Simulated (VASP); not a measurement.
Input of a VASP 6.6.1 run:

Contents of POSCAR:

```
Al3GaN4
1.0
    4.2692001747      0.0000000000      0.0000000000
    0.0000000000      4.2692001747      0.0000000000
    0.0000000000      0.0000000000      4.4804595648
Al Ga N
3 1 4
Direct
    0.5000000000      0.5000000000      0.0000000000
    0.5000000000      0.0000000000      0.5000000000
    0.0000000000      0.5000000000      0.5000000000
    0.0000000000      0.0000000000      0.0000000000
    0.7443324527      0.7443324527      0.2553460152
    0.7443324527      0.2556675473      0.7446539848
    0.2556675473      0.7443324527      0.7446539848
    0.2556675473      0.2556675473      0.2553460152
```

INCAR.step1

```
ALGO = Normal ; EDIFF = 1E-4
ENCUT = 520 ; GGA = PE
ISMEAR = 0 ; LASPH = T
LCHARG = F ; LREAL = F
LWAVE = T ; NBANDS = 31
NELM = 80 ; PREC = Accurate
SIGMA = 0.02
```

INCAR.step2

```
ALGO = Normal ; EDIFF = 1E-6
ENCUT = 520 ; ISIF = 2
ISMEAR = 0 ; ISTART = 1
LASPH = T ; LCHARG = F
LMIXTAU = T ; LREAL = F
LWAVE = F ; METAGGA = R2SCAN
NBANDS = 31 ; NELM = 80
PREC = Accurate ; SIGMA = 0.02
```

KPOINTS

```
k-points
0
Gamma
  6 6 6
```

Potentials or basis: VASP PAW PBE potentials, release 64 (Al, Ga_d, N).

The run is started by

```sh
$ cat potpaw_PBE.64/Al/POTCAR potpaw_PBE.64/Ga_d/POTCAR potpaw_PBE.64/N/POTCAR > POTCAR
$ cp INCAR.step1 INCAR
$ mpirun -np 1 vasp_std > vasp.out
$ cp INCAR.step2 INCAR
$ mpirun -np 1 vasp_std > vasp.out
```

Task: Predict the largest force.

Result: 0.089 eV/Å.

Task: Estimate the pressure.

Result: 9.5 GPa.

Task: Predict the band gap on the k mesh.

Result: 3.86 eV (least direct gap 3.89 eV).

Stress tensor (GPa, compression positive):
```
12.12  0.00  0.00
 0.00 12.12  0.00
 0.00  0.00  4.34
```

Caveat: the cell differs from its parent crystal (biaxial strain in the a-b plane: -3.0 %); the stress differs along the axes, from 4 to 12 GPa; the PAW data sets were made with another functional, which shifts forces and pressure a little. A k mesh can miss the band edges.
